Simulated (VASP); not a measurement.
Input of a VASP 6.6.1 run:

INCAR

```
SYSTEM = Sn
  ALGO = Normal
  EDIFF = 1E-7
  ENCUT = 520
  ISIF = 2
  ISMEAR = 0
  LASPH = .True.
  LCHARG = .False.
  LREAL = .False.
  LWAVE = .False.
  NBANDS = 13
  NELM = 80
  PREC = Accurate
  SIGMA = 0.01
```

File KPOINTS:

```
k-points
0
Gamma
  7 7 8
  0 0 0
```

Contents of POSCAR:

```
Sn
1.0
   -1.6580972569      1.6438610633      2.3162666372
    1.7157708127     -1.7762396940      2.4593673379
    1.6767360883      1.7943593934     -2.4167885401
Sn
1
Direct
    0.0000000000      0.0000000000      0.0000000000
```

Potentials or basis: VASP PAW LDA potentials, release 64 (Sn_d).

Launch:

```sh
$ cat potpaw_LDA.64/Sn_d/POTCAR > POTCAR
$ mpirun -np 1 vasp_std > vasp.out
```

**Question.** Predict the pressure.

**Answer.** -3.7 GPa.

**Question.** Predict the band gap on the k mesh.

**Answer.** Zero (band 7 reaches 14.16 eV, above the bottom of band 8 at 5.89 eV).

Stress tensor (GPa, compression positive):
```
-3.07 -0.37  0.37
-0.37 -3.99 -0.24
 0.37 -0.24 -3.97
```

Caveat: spin-orbit coupling is left out, which moves the levels of the heavy elements.
